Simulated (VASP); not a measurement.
# Zn3C (P-6m2) in VASP: a series of runs

The runs below take Zn3C through single point, relaxation of cell and atoms, with PBE.

Program: VASP 6.6.1. These are calculated values, not measurements. Logs are shortened: lines on timing, memory, paths and dates and some standing lists are left out, and cuts for length are marked.

## Step 1: The cell of the first run

Symmetry: P-6m2, No. 187, hexagonal system. Conventional cell: a = 2.640 Å, b = 2.640 Å, c = 8.202 Å, α = 90.00°, β = 90.00°, γ = 120.00°. Zn (site symmetry -6m2) has 12 Zn at 2.64 Å within 3.5 Å. Within 3.3 Å of Zn (site symmetry 3m) lie 3 C at 2.48 Å and 9 Zn at 2.64 Å. Within 3.3 Å of C (site symmetry -6m2) lie 6 Zn at 2.48 Å and 6 C at 2.64 Å.

## Step 2: Single point, PBE

The input, INCAR:

```
SYSTEM = Zn3C
ALGO = Normal
EDIFF = 1E-6
ENCUT = 520
GGA = PE
ISIF = 2
ISMEAR = 0
LASPH = .True.
LCHARG = .False.
LREAL = .False.
LWAVE = .False.
NBANDS = 28
NELM = 60
PREC = Accurate
SIGMA = 0.1
```

The input, KPOINTS:

```
k-points
0
Gamma
  6 6 2
  0 0 0
```

The input, POSCAR:

```
Zn3C
1.0
    2.6399459100      0.0000000000      0.0000000000
   -1.3199729600      2.2862602200      0.0000000000
    0.0000000000      0.0000000000      8.2015140600
Zn C
3 1
Direct
    0.0000000000      0.0000000000      0.5000000000
    0.6666666700      0.3333333300      0.2378099400
    0.6666666700      0.3333333300      0.7621900600
    0.0000000000      0.0000000000      0.0000000000
```

Potentials or basis: VASP PAW PBE potentials, release 64 (Zn, C).

Launch:

```sh
cat potpaw_PBE.64/Zn/POTCAR potpaw_PBE.64/C/POTCAR > POTCAR
mpirun -np 1 vasp_std > vasp.out
```

OUTCAR:

```text
SYSTEM = Zn3C
   EDIFF = 1E-6
   ENCUT = 520
   GGA = PE
   ISIF = 2
   ISMEAR = 0
   LASPH = .True.
   LREAL = .False.
   NELM = 60
   PREC = Accurate

 ion  position               nearest neighbor table
   1  0.000  0.000  0.500-   2 2.64   3 2.64   2 2.64   3 2.64   2 2.64   3 2.64
   2  0.667  0.333  0.238-   4 2.48   4 2.48   4 2.48   1 2.64   1 2.64   1 2.64
   3  0.667  0.333  0.762-   4 2.48   4 2.48   4 2.48   1 2.64   1 2.64   1 2.64
   4  0.000  0.000  0.000-   2 2.48   3 2.48   2 2.48   3 2.48   2 2.48   3 2.48

  LATTYP: Found a hexagonal cell.
 ALAT       =     2.6399459100
 C/A-ratio  =     3.1066977656

  Lattice vectors:

 A1 = (   2.6399459100,   0.0000000000,   0.0000000000)
 A2 = (  -1.3199729600,   2.2862602200,   0.0000000000)
 A3 = (   0.0000000000,   0.0000000000,   8.2015140600)

Analysis of symmetry for initial positions (statically):
=====================================================================
 Subroutine PRICEL returns:
 Original cell was already a primitive cell.

 Routine SETGRP: Setting up the symmetry group for a
 hexagonal supercell.

 Subroutine GETGRP returns: Found 12 space group operations
 (whereof 12 operations were pure point group operations)
 out of a pool of 24 trial point group operations.

The static configuration has the point symmetry D_3h.

Analysis of symmetry for dynamics (positions and initial velocities):
=====================================================================
 Subroutine PRICEL returns:
 Original cell was already a primitive cell.

 Routine SETGRP: Setting up the symmetry group for a
 hexagonal supercell.

 Subroutine GETGRP returns: Found 12 space group operations
 (whereof 12 operations were pure point group operations)
 out of a pool of 24 trial point group operations.

The dynamic configuration has the point symmetry D_3h.

 Subroutine INISYM returns: Found 12 space group operations
 (whereof 12 operations are pure point group operations),
 and found     1 'primitive' translations

----------------------------------------------------------------------------------------

                                     Primitive cell

  volume of cell :      49.5011

  direct lattice vectors                    reciprocal lattice vectors
     2.639945910  0.000000000  0.000000000     0.378795640  0.218697766  0.000000000
    -1.319972960  2.286260220  0.000000000     0.000000000  0.437395530  0.000000000
     0.000000000  0.000000000  8.201514060     0.000000000  0.000000000  0.121928706

  length of vectors
     2.639945910  2.639945910  8.201514060     0.437395530  0.437395530  0.121928706

  position of ions in fractional coordinates (direct lattice)
     0.000000000  0.000000000  0.500000000
     0.666666670  0.333333330  0.237809940
     0.666666670  0.333333330  0.762190060
     0.000000000  0.000000000  0.000000000

  ion indices of the primitive-cell ions
   primitive index   ion index
                 1           1
                 2           2
                 3           3
                 4           4

----------------------------------------------------------------------------------------

 KPOINTS: k-points

Automatic generation of k-mesh.
 Grid dimensions read from file:
 generate k-points for:    6    6    2

 Generating k-lattice:

  Cartesian coordinates                     Fractional coordinates (reciprocal lattice)
     0.063132607  0.036449628  0.000000000     0.166666667  0.000000000  0.000000000
     0.000000000  0.072899255  0.000000000     0.000000000  0.166666667  0.000000000
     0.000000000  0.000000000  0.060964353     0.000000000  0.000000000  0.500000000

  Length of vectors
     0.072899255  0.072899255  0.060964353

  Shift w.r.t. Gamma in fractional coordinates (k-lattice)
     0.000000000  0.000000000  0.000000000

 Subroutine IBZKPT returns following result:
 ===========================================

 Found     14 irreducible k-points:

 Following reciprocal coordinates:
            Coordinates               Weight
  0.000000  0.000000  0.000000      1.000000
  0.166667  0.000000  0.000000      6.000000
  0.333333  0.000000  0.000000      6.000000
  0.500000  0.000000  0.000000      3.000000
  0.166667  0.166667  0.000000      6.000000
  0.333333  0.166667  0.000000     12.000000
  0.333333  0.333333  0.000000      2.000000
  0.000000  0.000000  0.500000      1.000000
  0.166667  0.000000  0.500000      6.000000
  0.333333  0.000000  0.500000      6.000000
  0.500000  0.000000  0.500000      3.000000
  0.166667  0.166667  0.500000      6.000000
  0.333333  0.166667  0.500000     12.000000
  0.333333  0.333333  0.500000      2.000000
   k-points           NKPTS =     14   k-points in BZ     NKDIM =     14   number of bands    NBANDS=     28
   number of dos      NEDOS =    301   number of ions     NIONS =      4
   total plane-waves  NPLWV =  25600
   dimension x,y,z NGX =    20 NGY =   20 NGZ =   64
   dimension x,y,z NGXF=    40 NGYF=   40 NGZF=  128
   ions per type =               3   1
   NGX,Y,Z   is equivalent  to a cutoff of  12.59, 12.59, 12.97 a.u.
   NGXF,Y,Z  is equivalent  to a cutoff of  25.19, 25.19, 25.95 a.u.
 SYSTEM =  Zn3C
   PREC   = accura    normal or accurate (medium, high low for compatibility)
   ISTART =      0    job   : 0-new  1-cont  2-samecut
   ICHARG =      2    charge: 1-file 2-atom 10-const
   ISPIN  =      1    spin polarized calculation?
   LNONCOLLINEAR =      F non collinear calculations
   LSORBIT =      F    spin-orbit coupling
   LASPH  =      T    aspherical Exc in radial PAW
   ENCUT  =  520.0 eV  38.22 Ry    6.18 a.u.   4.91  4.91 15.25*2*pi/ulx,y,z
   NELM   =     60;   NELMIN=  2; NELMDL= -5     # of ELM steps
   EDIFF  = 0.1E-05   stopping-criterion for ELM
   LREAL  =      F    real-space projection
   EDIFFG = 0.1E-04   stopping-criterion for IOM
   NSW    =      0    number of steps for IOM
   IBRION =     -1    ionic relax: 0-MD 1-quasi-New 2-CG
   NFREE  =      0    steps in history (QN), initial steepest desc. (CG)
   ISIF   =      2    stress and relaxation
   ISYM   =      2    0-nonsym 1-usesym 2-fastsym
   POTIM  = 0.5000    time-step for ionic-motion
   TEBEG  =    0.0;   TEEND  =   0.0 temperature during run
   PSTRESS=    0.0 pullay stress
   NELECT =      40.0000    total number of electrons
   NUPDOWN=      -1.0000    fix difference up-down
   EMIN   =  10.00;   EMAX   =-10.00  energy-range for DOS
   EFERMI =   0.00;   METHOD = LEGACY
   ISMEAR =     0;   SIGMA  =   0.10  broadening in eV -4-tet -1-fermi 0-gaus
   EFERMI_NEDOS =   21; number of points for ismear=-14 and -15
   IALGO  =     38    algorithm
   IMIX   =      4    mixing-type and parameters
     AMIX     =   0.40;   BMIX     =  1.00
     AMIX_MAG =   1.60;   BMIX_MAG =  1.00
  volume/ion in A,a.u.               =      12.38        83.51
  Fermi-wavevector in a.u.,A,eV,Ry     =   1.524836  2.881523 31.635261  2.325126
  Thomas-Fermi vector in A             =   2.633089
   LORBIT       =      0    0 simple, 1 ext, 2 COOP (PROOUT), +10 PAW based schemes
   GGA     = PE    functional components
   LHFCALC =     F    Hartree Fock is set to
   AEXX    =    0.0000 exact exchange contribution
   IVDW    =     0    specifies the selected vdW correction
   LEPSILON=     F    determine dielectric tensor
   LRPA    =     F    only Hartree local field effects (RPA)
 non-spin polarized calculation
 Gauss-broadening in eV      SIGMA  =   0.10
  energy-cutoff  :      520.00
  volume of cell :       49.50
 maximum number of plane-waves:      1362
 NGX is ok and might be reduce to    20
   NGX =  9   NGY =  9   NGZ = 31

 number of electron      40.0000016 magnetization

 Free energy of the ion-electron system (eV)
  ---------------------------------------------------
  ext. energy  EPLUGINS =         0.00000000
  ---------------------------------------------------
  free energy    TOTEN  =        -7.84291096 eV

  energy without entropy =       -7.83380431  energy(sigma->0) =       -7.83835763

 E-fermi :   4.3106     XC(G=0): -12.0798

 val. band max:        4.2281560280   @ k =   0.3333   0.1667   0.0000
 cond. band min:       4.3907827130   @ k =   0.3333   0.3333   0.0000
 fundamental gap:      0.1626266850
 Fermi energy:         4.3106375917

 k-point     1 :       0.0000    0.0000    0.0000
  band No.  band energies     occupation
      1      -8.9953      2.00000
      2      -6.5203      2.00000
      3      -5.6494      2.00000
      4      -4.8661      2.00000
      5      -4.1136      2.00000
      6      -4.1136      2.00000
[... 20 lines left out ...]
     27      21.3500      0.00000
     28      21.3500      0.00000

 k-point     2 :       0.1667    0.0000    0.0000
  band No.  band energies     occupation
      1      -8.3423      2.00000
      2      -5.8426      2.00000
      3      -5.0053      2.00000
      4      -4.6567      2.00000
      5      -4.2002      2.00000
      6      -4.0973      2.00000
[... 20 lines left out ...]
     27      18.0298      0.00000
     28      19.2542      0.00000

 k-point     3 :       0.3333    0.0000    0.0000
  band No.  band energies     occupation
      1      -6.6104      2.00000
      2      -4.9609      2.00000
      3      -4.7140      2.00000
      4      -4.6032      2.00000
      5      -4.2804      2.00000
      6      -4.0588      2.00000
[... 20 lines left out ...]
     27      15.2366      0.00000
     28      15.4182      0.00000

 k-point     4 :       0.5000    0.0000    0.0000
  band No.  band energies     occupation
      1      -5.3156      2.00000
      2      -4.9418      2.00000
      3      -4.8481      2.00000
      4      -4.6848      2.00000
      5      -4.3973      2.00000
      6      -3.9626      2.00000
[... 20 lines left out ...]
     27      14.2209      0.00000
     28      14.2926      0.00000

 k-point     5 :       0.1667    0.1667    0.0000
  band No.  band energies     occupation
      1      -7.1363      2.00000
      2      -4.9072      2.00000
      3      -4.5475      2.00000
      4      -4.4713      2.00000
      5      -4.3412      2.00000
      6      -4.0710      2.00000
[... 20 lines left out ...]
     27      13.9094      0.00000
     28      14.6763      0.00000

 k-point     6 :       0.3333    0.1667    0.0000
  band No.  band energies     occupation
      1      -5.4176      2.00000
      2      -4.6849      2.00000
      3      -4.6837      2.00000
      4      -4.5231      2.00000
      5      -4.1822      2.00000
      6      -4.1210      2.00000
[... 20 lines left out ...]
     27      11.5326      0.00000
     28      11.9820      0.00000

 k-point     7 :       0.3333    0.3333    0.0000
  band No.  band energies     occupation
      1      -4.7904      2.00000
      2      -4.5127      2.00000
      3      -4.3989      2.00000
      4      -4.3712      2.00000
      5      -4.3209      2.00000
      6      -4.2449      2.00000
[... 20 lines left out ...]
     27      10.7525      0.00000
     28      11.5265      0.00000

 k-point     8 :       0.0000    0.0000    0.5000
  band No.  band energies     occupation
      1      -8.9070      2.00000
      2      -7.1233      2.00000
      3      -5.0893      2.00000
      4      -4.7065      2.00000
      5      -4.1132      2.00000
      6      -4.1132      2.00000
[... 20 lines left out ...]
     27      21.4286      0.00000
     28      21.4286      0.00000

 k-point     9 :       0.1667    0.0000    0.5000
  band No.  band energies     occupation
      1      -8.2753      2.00000
      2      -6.3309      2.00000
      3      -4.7629      2.00000
      4      -4.3907      2.00000
      5      -4.2181      2.00000
      6      -4.1003      2.00000
[... 20 lines left out ...]
     27      17.9035      0.00000
     28      19.0350      0.00000

 k-point    10 :       0.3333    0.0000    0.5000
  band No.  band energies     occupation
      1      -6.5932      2.00000
      2      -4.9808      2.00000
      3      -4.6422      2.00000
      4      -4.6064      2.00000
      5      -4.2652      2.00000
      6      -4.2192      2.00000
[... 20 lines left out ...]
     27      15.0105      0.00000
     28      15.5281      0.00000

 k-point    11 :       0.5000    0.0000    0.5000
  band No.  band energies     occupation
      1      -5.3686      2.00000
      2      -4.9534      2.00000
      3      -4.6660      2.00000
      4      -4.6058      2.00000
      5      -4.4141      2.00000
      6      -4.3076      2.00000
[... 20 lines left out ...]
     27      13.9605      0.00000
     28      14.0070      0.00000

 k-point    12 :       0.1667    0.1667    0.5000
  band No.  band energies     occupation
      1      -7.1035      2.00000
      2      -5.0696      2.00000
      3      -4.4827      2.00000
      4      -4.4697      2.00000
      5      -4.3650      2.00000
      6      -3.9965      2.00000
[... 20 lines left out ...]
     27      13.9154      0.00000
     28      13.9720      0.00000

 k-point    13 :       0.3333    0.1667    0.5000
  band No.  band energies     occupation
      1      -5.4312      2.00000
      2      -4.6854      2.00000
      3      -4.6172      2.00000
      4      -4.5134      2.00000
      5      -4.1816      2.00000
      6      -4.1798      2.00000
[... 20 lines left out ...]
     27      11.6406      0.00000
     28      12.5407      0.00000

 k-point    14 :       0.3333    0.3333    0.5000
  band No.  band energies     occupation
      1      -4.7874      2.00000
      2      -4.5236      2.00000
      3      -4.4057      2.00000
      4      -4.3918      2.00000
      5      -4.2998      2.00000
      6      -4.2409      2.00000
[... 20 lines left out ...]
     27       8.6824      0.00000
     28      12.2942      0.00000

------------------------ aborting loop because EDIFF is reached ----------------------------------------

  FORCE on cell =-STRESS in cart. coord.  units (eV):
  Direction    XX          YY          ZZ          XY          YZ          ZX
  --------------------------------------------------------------------------------------
  -------------------------------------------------------------------------------------
  Total        3.1820837      3.1820837     -0.6976610     -0.0000000      0.0000000     -0.0000000
  in kB      102.9929395    102.9929392    -22.5808496     -0.0000002      0.0000000     -0.0000000
  external PRESSURE =      61.1350097 kB  Pullay stress =       0.0000000 kB

 VOLUME and BASIS-vectors are now :
 -----------------------------------------------------------------------------
  energy-cutoff  :      520.00
  volume of cell :       49.50
      direct lattice vectors                 reciprocal lattice vectors
     2.639945910  0.000000000  0.000000000     0.378795640  0.218697766  0.000000000
    -1.319972960  2.286260220  0.000000000     0.000000000  0.437395530  0.000000000
     0.000000000  0.000000000  8.201514060     0.000000000  0.000000000  0.121928706

 POSITION                                       TOTAL-FORCE (eV/Angst)
 -----------------------------------------------------------------------------------
      0.00000      0.00000      4.10076        -0.000000      0.000000      0.000000
      1.31997      0.76209      1.95040         0.000000      0.000000     -1.391938
      1.31997      0.76209      6.25111         0.000000     -0.000000      1.391938
      0.00000      0.00000      0.00000        -0.000000      0.000000      0.000000
 -----------------------------------------------------------------------------------
    total drift:                                0.000002     -0.000001      0.000000

  FREE ENERGIE OF THE ION-ELECTRON SYSTEM (eV)
  ---------------------------------------------------
  free  energy   TOTEN  =        -7.8429109555 eV

  energy  without entropy=       -7.8338043079  energy(sigma->0) =       -7.83835763
```

It took 9.9 s on 1 thread of Intel Xeon 6975P-C (Granite Rapids), shared host; peak memory 0.16 GiB.

What came out:

- Free energy: -7.8429 eV
- Pressure: 6.1 GPa
- Largest force: 1.392 eV/Å
- Band gap on the k mesh: zero (band 20 reaches 5.78 eV, above the bottom of band 21 at 3.96 eV)

Forces in eV/Å, atoms in the order of the input:
```
Zn   0.000  0.000  0.000
Zn   0.000  0.000 -1.392
Zn   0.000  0.000  1.392
C    0.000  0.000  0.000
```

Caveat: the k points lie up to 0.46 Å⁻¹ apart; forces of over 1 eV/Å act on the atoms, so gaps and moduli don't describe the material at rest.

## Step 3: Single point, PBE

This run uses another cell than the first one, of 13.58 Å³/atom, 1.098 times its volume.

The input, INCAR:

```
PREC = Accurate ; ENCUT = 520
EDIFF = 1E-7 ; ISMEAR = 0
SIGMA = 0.1 ; LREAL = False
LASPH = True ; NELM = 100
ALGO = Normal ; ISIF = 2
LWAVE = False ; LCHARG = True
GGA = PE ; LELF = True
LVHAR = True ; NBANDS = 28
```

The input, KPOINTS:

```
regular mesh
0
Gamma
  6 6 2
```

The input, POSCAR:

```
Zn3C
1.0
    3.1071858123      0.0000000034      0.0000000000
   -1.5535929091      2.6909018460      0.0000000000
    0.0000000000      0.0000000000      6.4984143403
Zn C
3 1
Direct
    0.0000000000      0.0000000000      0.5000000000
    0.6666666667      0.3333333333      0.1855861399
    0.6666666667      0.3333333333      0.8144138601
    0.0000000000      0.0000000000      0.0000000000
```

Potentials or basis: VASP PAW PBE potentials, release 64 (Zn, C).

Launch:

```sh
cat potpaw_PBE.64/Zn/POTCAR potpaw_PBE.64/C/POTCAR > POTCAR
mpirun -np 1 vasp_std > vasp.out
```

Run time: 11 s. Hardware: 1 thread of Intel Xeon 6975P-C (Granite Rapids), shared host; peak memory 0.17 GiB.

Results (log left out):

| Property | Result |
| --- | --- |
| Free energy | -9.1686 eV |
| Pressure | 0.5 GPa |
| Largest force | 0.033 eV/Å |
| Band gap on the k mesh | zero (band 20 reaches 4.69 eV, above the bottom of band 21 at 2.56 eV) |

Forces on the atoms (eV/Å):
```
Zn   0.000  0.000  0.000
Zn   0.000  0.000  0.033
Zn   0.000  0.000 -0.033
C    0.000  0.000  0.000
```

Stress tensor (GPa, compression positive):
```
0.46 0.00 0.00
0.00 0.46 0.00
0.00 0.00 0.70
```

Levels at points of the mesh, in eV from the Fermi level:
| k point | band 18 | band 19 | band 20 | band 21 | band 22 | band 23 |
| --- | --- | --- | --- | --- | --- | --- |
| (0.00, 0.00, 0.00) | -6.12 | 0.69 | 1.35 | 1.35 | 3.68 | 8.00 |
| (0.50, 0.00, 0.00) | -3.20 | -2.81 | -1.47 | -0.34 | 0.11 | 4.10 |
| (0.00, 0.00, 0.50) | -3.66 | -2.66 | 1.36 | 1.36 | 6.54 | 6.57 |
| (0.50, 0.00, 0.50) | -3.98 | -3.25 | -0.25 | 0.19 | 1.14 | 3.12 |

Caveat: the k points lie up to 0.48 Å⁻¹ apart.

(Continued in part 2 of 2.)
